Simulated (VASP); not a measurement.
Input of a VASP 6.6.1 run:

The input INCAR:

```
ALGO = Normal ; EDIFF = 1E-6
ENCUT = 700 ; GGA = PS
GGA_COMPAT = False ; ISIF = 2
ISMEAR = -1 ; LASPH = True
LCHARG = False ; LREAL = False
LWAVE = False ; NBANDS = 16
NELM = 120 ; PREC = Accurate
SIGMA = 0.05
```

Contents of KPOINTS:

```
k-points
0
Gamma
  10 10 10
```

POSCAR

```
TaN
1.0
    0.0000000000      2.1777402578      2.1777402578
    2.1777402578      0.0000000000      2.1777402578
    2.1777402578      2.1777402578      0.0000000000
Ta N
1 1
Direct
    0.5000000000      0.5000000000      0.5000000000
    0.0000000000      0.0000000000      0.0000000000
```

Potentials or basis: VASP PAW PBE potentials, release 64 (Ta_sv_GW, N).

Launch:

```bash
$ cat potpaw_PBE.64/Ta_sv_GW/POTCAR potpaw_PBE.64/N/POTCAR > POTCAR
$ mpirun -np 1 vasp_std > vasp.out
```

Problem. Estimate the pressure.

Solution. 5.0 GPa.

Problem. Estimate the band gap on the k mesh.

Solution. Zero (bands 9 and 10 overlap by 4.21 eV).

Caveat: the cell stands under pressure; the PAW data sets were made with another functional, which shifts forces and pressure a little; spin-orbit coupling is left out, which moves the levels of the heavy elements.
